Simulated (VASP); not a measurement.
Here is a VASP 6.6.1 calculation.

POSCAR

```
C
1.0
    2.5031953733      0.0000000000      0.0000000000
   -1.2515976866      2.1678307839      0.0000000000
    0.0000000000      0.0000000000      4.1688692751
C
4
Direct
    0.3333333333      0.6666666667      0.0002313174
    0.6666666667      0.3333333333      0.5002313174
    0.3333333333      0.6666666667      0.3747686826
    0.6666666667      0.3333333333      0.8747686826
```

The input INCAR.step1:

```
SYSTEM = C
ALGO = Normal
EDIFF = 1E-4
ENCUT = 520
GGA = PE
ISMEAR = 0
LASPH = .TRUE.
LCHARG = .FALSE.
LREAL = .FALSE.
LWAVE = .TRUE.
NBANDS = 16
NELM = 60
PREC = Accurate
SIGMA = 0.01
```

Contents of INCAR.step2:

```
SYSTEM = C
ALGO = Normal
EDIFF = 1E-7
ENCUT = 520
ISIF = 2
ISMEAR = 0
ISTART = 1
LASPH = .TRUE.
LCHARG = .TRUE.
LELF = .TRUE.
LMIXTAU = .TRUE.
LREAL = .FALSE.
LVHAR = .TRUE.
LWAVE = .FALSE.
METAGGA = R2SCAN
NBANDS = 16
NELM = 60
PREC = Accurate
SIGMA = 0.01
```

The input KPOINTS:

```
k-points
0
G
  6 6 4
  0 0 0
```

Potentials or basis: VASP PAW PBE potentials, release 64 (C).

The run is started by

```bash
$ cat potpaw_PBE.64/C/POTCAR > POTCAR
$ cp INCAR.step1 INCAR
$ mpirun -np 1 vasp_std > vasp.out
$ cp INCAR.step2 INCAR
$ mpirun -np 1 vasp_std > vasp.out
```

Question: What does it give for the pressure?

Answer: 1.2 GPa.

Question: Predict the band gap on the k mesh.

Answer: 3.56 eV, indirect (least direct gap 5.19 eV).

Stress tensor (GPa, compression positive):
```
1.29 0.00 0.00
0.00 1.29 0.00
0.00 0.00 0.92
```

Caveat: the k points lie up to 0.48 Å⁻¹ apart; the PAW data sets were made with another functional, which shifts forces and pressure a little. r2SCAN opens gaps a little over a GGA but as a rule still falls short of measured ones.
